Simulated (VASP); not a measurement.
# Si (Fd-3m) in VASP: notebook

The runs below take Si through single point, relaxation of cell and atoms, with LDA.

Everything below comes from runs of VASP 6.6.1. Logs are shortened: lines on timing, memory, paths and dates and some standing lists are left out, and cuts for length are marked.

### Step 1. The cell of the first run

The structure is cubic, space group Fd-3m (No. 227). Conventional cell: a = 5.402 Å, b = 5.402 Å, c = 5.402 Å, α = 90.00°, β = 90.00°, γ = 90.00°. Within 3.1 Å of Si (site symmetry -43m) lie 4 Si at 2.34 Å.

### Step 2. Single point, LDA

File INCAR:

```
ALGO     = Normal         # electronic algorithm
EDIFF    = 1E-6           # SCF threshold, eV
ENCUT    = 500            # plane-wave cutoff, eV
GGA_COMPAT= False        
ISIF     = 2              # what is computed and relaxed
ISMEAR   = 0              # smearing method
LASPH    = True           # aspherical terms in the spheres
LCHARG   = False          # write CHGCAR
LREAL    = False          # projectors in reciprocal space
LWAVE    = False          # write WAVECAR
NBANDS   = 11             # bands
NELM     = 120            # most SCF steps
PREC     = Accurate       # precision mode
SIGMA    = 0.01           # smearing width, eV
```

File KPOINTS:

```
k-points
0
Gamma
  8 8 8
```

File POSCAR:

```
Si
1.0
    0.0000000000      2.7010582976      2.7010582976
    2.7010582976      0.0000000000      2.7010582976
    2.7010582976      2.7010582976      0.0000000000
Si
2
Direct
    0.7500000000      0.7500000000      0.7500000000
    0.5000000000      0.5000000000      0.5000000000
```

Potentials or basis: VASP PAW LDA potentials, release 64 (Si).

Started as:

```
$ cat potpaw_LDA.64/Si/POTCAR > POTCAR
$ mpirun -np 1 vasp_std > vasp.out
```

OUTCAR:

```text
EDIFF = 1E-6
   ENCUT = 500
   ISIF = 2
   ISMEAR = 0
   LASPH = True
   LREAL = False
   NELM = 120
   PREC = Accurate

 ion  position               nearest neighbor table
   1  0.750  0.750  0.750-   2 2.34   2 2.34   2 2.34   2 2.34
   2  0.500  0.500  0.500-   1 2.34   1 2.34   1 2.34   1 2.34

  LATTYP: Found a face centered cubic cell.
 ALAT       =     5.4021165952

  Lattice vectors:

 A1 = (   0.0000000000,   2.7010582976,   2.7010582976)
 A2 = (   2.7010582976,   0.0000000000,   2.7010582976)
 A3 = (   2.7010582976,   2.7010582976,   0.0000000000)

Analysis of symmetry for initial positions (statically):
=====================================================================
 Subroutine PRICEL returns:
 Original cell was already a primitive cell.

 Routine SETGRP: Setting up the symmetry group for a
 face centered cubic supercell.

 Subroutine GETGRP returns: Found 48 space group operations
 (whereof 24 operations were pure point group operations)
 out of a pool of 48 trial point group operations.

The static configuration has the point symmetry T_d .
 The point group associated with its full space group is O_h .

Analysis of symmetry for dynamics (positions and initial velocities):
=====================================================================
 Subroutine PRICEL returns:
 Original cell was already a primitive cell.

 Routine SETGRP: Setting up the symmetry group for a
 face centered cubic supercell.

 Subroutine GETGRP returns: Found 48 space group operations
 (whereof 24 operations were pure point group operations)
 out of a pool of 48 trial point group operations.

The dynamic configuration has the point symmetry T_d .
 The point group associated with its full space group is O_h .

 Subroutine INISYM returns: Found 48 space group operations
 (whereof 24 operations are pure point group operations),
 and found     1 'primitive' translations

----------------------------------------------------------------------------------------

                                     Primitive cell

  volume of cell :      39.4123

  direct lattice vectors                    reciprocal lattice vectors
     0.000000000  2.701058298  2.701058298    -0.185112628  0.185112628  0.185112628
     2.701058298  0.000000000  2.701058298     0.185112628 -0.185112628  0.185112628
     2.701058298  2.701058298  0.000000000     0.185112628  0.185112628 -0.185112628

  length of vectors
     3.819873277  3.819873277  3.819873277     0.320624477  0.320624477  0.320624477

  position of ions in fractional coordinates (direct lattice)
     0.750000000  0.750000000  0.750000000
     0.500000000  0.500000000  0.500000000

  ion indices of the primitive-cell ions
   primitive index   ion index
                 1           1
                 2           2

----------------------------------------------------------------------------------------

 KPOINTS: k-points

Automatic generation of k-mesh.
 Grid dimensions read from file:
 generate k-points for:    8    8    8

 Generating k-lattice:

  Cartesian coordinates                     Fractional coordinates (reciprocal lattice)
    -0.023139079  0.023139079  0.023139079     0.125000000  0.000000000  0.000000000
     0.023139079 -0.023139079  0.023139079     0.000000000  0.125000000  0.000000000
     0.023139079  0.023139079 -0.023139079     0.000000000  0.000000000  0.125000000

  Length of vectors
     0.040078060  0.040078060  0.040078060

  Shift w.r.t. Gamma in fractional coordinates (k-lattice)
     0.000000000  0.000000000  0.000000000

 Subroutine IBZKPT returns following result:
 ===========================================

 Found     29 irreducible k-points:

 Following reciprocal coordinates:
            Coordinates               Weight
  0.000000  0.000000  0.000000      1.000000
  0.125000  0.000000  0.000000      8.000000
  0.250000  0.000000  0.000000      8.000000
  0.375000  0.000000  0.000000      8.000000
  0.500000  0.000000  0.000000      4.000000
  0.125000  0.125000  0.000000      6.000000
[... 16 lines left out ...]
  0.500000  0.250000  0.125000     48.000000
 -0.375000  0.250000  0.125000     24.000000
 [... further k-points ...]
   k-points           NKPTS =     29   k-points in BZ     NKDIM =     29   number of bands    NBANDS=     11
   number of dos      NEDOS =    301   number of ions     NIONS =      2
   total plane-waves  NPLWV =  21952
   dimension x,y,z NGX =    28 NGY =   28 NGZ =   28
   dimension x,y,z NGXF=    56 NGYF=   56 NGZF=   56
   ions per type =               2
   NGX,Y,Z   is equivalent  to a cutoff of  12.19, 12.19, 12.19 a.u.
   NGXF,Y,Z  is equivalent  to a cutoff of  24.37, 24.37, 24.37 a.u.
 SYSTEM =  unknown system
   PREC   = accura    normal or accurate (medium, high low for compatibility)
   ISTART =      0    job   : 0-new  1-cont  2-samecut
   ICHARG =      2    charge: 1-file 2-atom 10-const
   ISPIN  =      1    spin polarized calculation?
   LNONCOLLINEAR =      F non collinear calculations
   LSORBIT =      F    spin-orbit coupling
   LASPH  =      T    aspherical Exc in radial PAW
   ENCUT  =  500.0 eV  36.75 Ry    6.06 a.u.   6.96  6.96  6.96*2*pi/ulx,y,z
   NELM   =    120;   NELMIN=  2; NELMDL= -5     # of ELM steps
   EDIFF  = 0.1E-05   stopping-criterion for ELM
   LREAL  =      F    real-space projection
   EDIFFG = 0.1E-04   stopping-criterion for IOM
   NSW    =      0    number of steps for IOM
   IBRION =     -1    ionic relax: 0-MD 1-quasi-New 2-CG
   NFREE  =      0    steps in history (QN), initial steepest desc. (CG)
   ISIF   =      2    stress and relaxation
   ISYM   =      2    0-nonsym 1-usesym 2-fastsym
   POTIM  = 0.5000    time-step for ionic-motion
   TEBEG  =    0.0;   TEEND  =   0.0 temperature during run
   PSTRESS=    0.0 pullay stress
   NELECT =       8.0000    total number of electrons
   NUPDOWN=      -1.0000    fix difference up-down
   EMIN   =  10.00;   EMAX   =-10.00  energy-range for DOS
   EFERMI =   0.00;   METHOD = LEGACY
   ISMEAR =     0;   SIGMA  =   0.01  broadening in eV -4-tet -1-fermi 0-gaus
   EFERMI_NEDOS =   21; number of points for ismear=-14 and -15
   IALGO  =     38    algorithm
   IMIX   =      4    mixing-type and parameters
     AMIX     =   0.40;   BMIX     =  1.00
     AMIX_MAG =   1.60;   BMIX_MAG =  1.00
  volume/ion in A,a.u.               =      19.71       132.98
  Fermi-wavevector in a.u.,A,eV,Ry     =   0.962116  1.818136 12.594473  0.925668
  Thomas-Fermi vector in A             =   2.091547
   LORBIT       =      0    0 simple, 1 ext, 2 COOP (PROOUT), +10 PAW based schemes
   GGA     = CA    functional components
   LHFCALC =     F    Hartree Fock is set to
   AEXX    =    0.0000 exact exchange contribution
   IVDW    =     0    specifies the selected vdW correction
   LEPSILON=     F    determine dielectric tensor
   LRPA    =     F    only Hartree local field effects (RPA)
 non-spin polarized calculation
 Gauss-broadening in eV      SIGMA  =   0.01
  energy-cutoff  :      500.00
  volume of cell :       39.41
 maximum number of plane-waves:      1012
   NGX = 13   NGY = 13   NGZ = 13

 number of electron       8.0000001 magnetization

 Free energy of the ion-electron system (eV)
  ---------------------------------------------------
  ext. energy  EPLUGINS =         0.00000000
  ---------------------------------------------------
  free energy    TOTEN  =       -11.91552840 eV

  energy without entropy =      -11.91552840  energy(sigma->0) =      -11.91552840

 E-fermi :   5.9941     XC(G=0):  -9.6648

 val. band max:        5.9340705158   @ k =   0.0000   0.0000   0.0000
 cond. band min:       6.4235558531   @ k =   0.3750   0.3750   0.0000
 fundamental gap:      0.4894853374
 Fermi energy:         5.9941469460

 k-point     1 :       0.0000    0.0000    0.0000
  band No.  band energies     occupation
      1      -6.1324      2.00000
      2       5.9341      2.00000
      3       5.9341      2.00000
      4       5.9341      2.00000
      5       8.4641      0.00000
      6       8.4641      0.00000
      7       8.4641      0.00000
      8       9.3252      0.00000
      9      13.6691      0.00000
     10      13.6691      0.00000
     11      13.6778      0.00000

 k-point     2 :       0.1250    0.0000    0.0000
  band No.  band energies     occupation
      1      -5.9254      2.00000
      2       4.3168      2.00000
      3       5.6399      2.00000
      4       5.6399      2.00000
      5       8.4016      0.00000
      6       8.8947      0.00000
      7       8.8947      0.00000
      8      10.6566      0.00000
      9      13.1581      0.00000
     10      13.1581      0.00000
     11      14.4918      0.00000

 k-point     3 :       0.2500    0.0000    0.0000
  band No.  band energies     occupation
      1      -5.3208      2.00000
      2       1.9620      2.00000
      3       5.1648      2.00000
      4       5.1648      2.00000
      5       7.9171      0.00000
      6       9.4090      0.00000
      7       9.4090      0.00000
      8      12.8282      0.00000
      9      13.1027      0.00000
     10      13.1027      0.00000
     11      14.7624      0.00000

 k-point     4 :       0.3750    0.0000    0.0000
  band No.  band energies     occupation
      1      -4.4104      2.00000
      2      -0.0861      2.00000
      3       4.8368      2.00000
      4       4.8368      2.00000
      5       7.5487      0.00000
      6       9.3366      0.00000
      7       9.3366      0.00000
      8      13.6463      0.00000
      9      14.5056      0.00000
     10      14.5056      0.00000
     11      15.5627      0.00000
[... 239 lines left out ...]
 k-point    22 :       0.3750    0.2500    0.1250
  band No.  band energies     occupation
      1      -4.7836      2.00000
      2       1.6232      2.00000
      3       3.1583      2.00000
      4       4.4833      2.00000
      5       8.3135      0.00000
      6       9.8045      0.00000
      7      10.0491      0.00000
      8      11.4189      0.00000
      9      13.7133      0.00000
     10      16.2130      0.00000
     11      16.9131      0.00000

 k-point    23 :       0.5000    0.2500    0.1250
  band No.  band energies     occupation
      1      -3.8793      2.00000
      2       0.0461      2.00000
      3       2.5452      2.00000
      4       3.9681      2.00000
      5       8.7406      0.00000
      6       9.4300      0.00000
      7      10.8988      0.00000
      8      11.8482      0.00000
      9      14.9432      0.00000
     10      15.6214      0.00000
     11      17.8686      0.00000

 k-point    24 :      -0.3750    0.2500    0.1250
  band No.  band energies     occupation
      1      -3.2091      2.00000
      2      -0.9226      2.00000
      3       2.4186      2.00000
      4       3.7324      2.00000
      5       8.9540      0.00000
      6       8.9737      0.00000
      7      11.8261      0.00000
      8      13.0023      0.00000
      9      13.3015      0.00000
     10      16.4669      0.00000
     11      17.6274      0.00000

 [... further k-points ...]
[... 5 lines left out ...]
  --------------------------------------------------------------------------------------
  -------------------------------------------------------------------------------------
  Total        0.0113245      0.0113245      0.0113245      0.0000000     -0.0000000     -0.0000000
  in kB        0.4603620      0.4603620      0.4603620      0.0000000     -0.0000000     -0.0000000
  external PRESSURE =       0.4603620 kB  Pullay stress =       0.0000000 kB

 VOLUME and BASIS-vectors are now :
 -----------------------------------------------------------------------------
  energy-cutoff  :      500.00
  volume of cell :       39.41
      direct lattice vectors                 reciprocal lattice vectors
     0.000000000  2.701058298  2.701058298    -0.185112628  0.185112628  0.185112628
     2.701058298  0.000000000  2.701058298     0.185112628 -0.185112628  0.185112628
     2.701058298  2.701058298  0.000000000     0.185112628  0.185112628 -0.185112628

 POSITION                                       TOTAL-FORCE (eV/Angst)
 -----------------------------------------------------------------------------------
      4.05159      4.05159      4.05159        -0.000000      0.000000      0.000000
      2.70106      2.70106      2.70106         0.000000     -0.000000     -0.000000
 -----------------------------------------------------------------------------------
    total drift:                                0.000000      0.000000     -0.000000

  FREE ENERGIE OF THE ION-ELECTRON SYSTEM (eV)
  ---------------------------------------------------
  free  energy   TOTEN  =       -11.9155284015 eV

  energy  without entropy=      -11.9155284015  energy(sigma->0) =      -11.91552840
```

Run time: 4.8 s. Hardware: 1 thread of AMD EPYC 9R45 (Zen 5), shared host; peak memory 0.1 GiB.

What came out:

* Free energy: -11.9155 eV
* Pressure: 0.0 GPa
* Band gap on the k mesh: 0.49 eV (least direct gap 2.53 eV)

A k mesh can miss the band edges. A hybrid or GW would open this gap; LDA tends to underestimate it.

### Step 3. Relaxation of cell and atoms, LDA

This run uses another cell than the first one, of 19.98 Å³/atom.

File INCAR:

```
  PREC = Accurate
  ENCUT = 500
  EDIFF = 1E-7
  ISMEAR = 0
  SIGMA = 0.01
  LREAL = False
  LASPH = True
  NELM = 120
  ALGO = Normal
  ISIF = 3
  LWAVE = False
  LCHARG = False
  IBRION = 2
  NSW = 80
  EDIFFG = -0.01
  GGA_COMPAT = False
  NELMIN = 4
```

File KPOINTS:

```
Automatic mesh
0
Gamma
  8 8 8
```

File POSCAR:

```
Si
1.0
    0.0000000000      2.7135600000      2.7135600000
    2.7135600000      0.0000000000      2.7135600000
    2.7135600000      2.7135600000      0.0000000000
Si
2
Direct
    0.7500000000      0.7500000000      0.7500000000
    0.5000000000      0.5000000000      0.5000000000
```

Potentials or basis: VASP PAW LDA potentials, release 64 (Si).

Started as:

```
$ cat potpaw_LDA.64/Si/POTCAR > POTCAR
$ mpirun -np 1 vasp_std > vasp.out
```

Wall time 7.7 s (1 thread of AMD EPYC 9R45 (Zen 5), shared host); peak memory 0.1 GiB.

It converged, with:

| Property | Result |
| --- | --- |
| Free energy | -11.9156 eV |
| Relaxed volume | 19.72 Å³/atom |
| Relaxed cell | a = 3.820 Å, b = 3.820 Å, c = 3.820 Å, α = 60.00°, β = 60.00°, γ = 60.00° |
| Space group after relaxing (to 0.1 Å) | Fd-3m (No. 227) |
| Energy gained by relaxing | 1.1 meV/atom |
| Ionic steps | 3 |
| Pressure after relaxing | 0.0 GPa |
| Band gap on the k mesh | 0.49 eV (least direct gap 2.53 eV) |

Step by step:
| step | energy change (eV) | largest force (eV/Å) | pressure (GPa) | volume (Å³) |
| --- | --- | --- | --- | --- |
| 1 | 0.0000 | 0.0000 | -1.26 | 39.96 |
| 2 | -0.0011 | 0.0000 | 0.93 | 39.06 |
| 3 | -0.0021 | 0.0000 | 0.00 | 39.43 |

Final structure:
```
Si
1.0
     0.00000    2.70148    2.70148
     2.70148    0.00000    2.70148
     2.70148    2.70148    0.00000
Si
2
Direct
  0.75000 0.75000 0.75000
  0.50000 0.50000 0.50000
```

Levels at points of the mesh, in eV from the valence-band top:
```tsv
k point	band 1	band 2	band 3	band 4	band 5	band 6	band 7	band 8
(0.00, 0.00, 0.00)	-12.06	0.00	0.00	0.00	2.53	2.53	2.53	3.39
(0.50, 0.00, 0.00)	-9.69	-7.06	-1.21	-1.21	1.48	3.28	3.28	7.54
(0.50, 0.50, 0.00)	-7.86	-7.86	-2.89	-2.89	0.57	0.57	10.11	10.11
```

A k mesh can miss the band edges. Zero-point motion and thermal expansion aren't in these numbers.
